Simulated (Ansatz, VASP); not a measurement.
## One calculation of C, two programs

File INCAR:

```
  PREC = Accurate
  ENCUT = 600
  EDIFF = 1E-6
  ISMEAR = 0
  SIGMA = 0.1
  LREAL = False
  LASPH = True
  NELM = 100
  ALGO = Normal
  ISIF = 3
  LWAVE = False
  LCHARG = False
  GGA = PE
  IBRION = 2
  NSW = 90
  EDIFFG = -0.04
```

File KPOINTS:

```
Automatic mesh
0
Gamma
  8 8 6
```

File POSCAR:

```
C
1.0
    1.2234596300     -2.9201016100      0.0000000000
    1.2234596300      2.9201016100      0.0000000000
    0.0000000000      0.0000000000      3.4558927200
C
4
Direct
    0.5000000000      0.5000000000      0.7895990000
    0.5000000000      0.5000000000      0.2104010000
    0.3173019000      0.6826981000      0.5000000000
    0.6826981000      0.3173019000      0.5000000000
```

Input for Ansatz:

```yaml
crystal:
  lattice:
    - [1.22345963, -2.92010161, 0.0]
    - [1.22345963, 2.92010161, 0.0]
    - [0.0, 0.0, 3.45589272]
  atoms:
    - { symbol: C, position: [0.5, 0.5, 0.789599] }
    - { symbol: C, position: [0.5, 0.5, 0.210401] }
    - { symbol: C, position: [0.3173019, 0.6826981, 0.5] }
    - { symbol: C, position: [0.6826981, 0.3173019, 0.5] }
basis:
  ecutwfc: 420
kpoints:
  mp_grid: { grid: [8, 8, 6] }
hamiltonian:
  xc: pbe
scf:
  occupations: { method: gaussian, width: 0.1 }
  lower_state_search: "off"
output:
  forces: true
  stress: true
  eigenvalues: true
relax:
  adjacent_minimum: "off"
  f_tol: 0.04
  max_steps: 70
  cell: { stress_tol: 0.4 }
```

Alike in both runs: task relaxation of cell and atoms; functional PBE; k mesh 8 × 8 × 6; occupations gaussian, width 0.1 eV; no spin polarisation.

|  | VASP | Ansatz |
| --- | --- | --- |
| version | VASP 6.6.1 | Ansatz 0.2.0 |
| potentials or method | VASP PAW PBE potentials, release 64 (C), cutoff 600 eV | scalar-relativistic, plane waves, PAW |
| valence electrons in the cell | 16 | 16 |

```tsv
	VASP	Ansatz	Ansatz less VASP
gap on the k mesh at the Fermi level, each at its own relaxed structure (eV)	none	none	-
relaxed volume (Å³/atom)	7.10	7.10	-0.003
relaxed cell length with the largest relative difference (Å)	3.376	3.375	-0.0012
```

A gap of «none» marks a metal or a gap that the smearing closes.

Noted on VASP's run: the volume moved by over 15 % at a fixed basis, so the end points are rough.
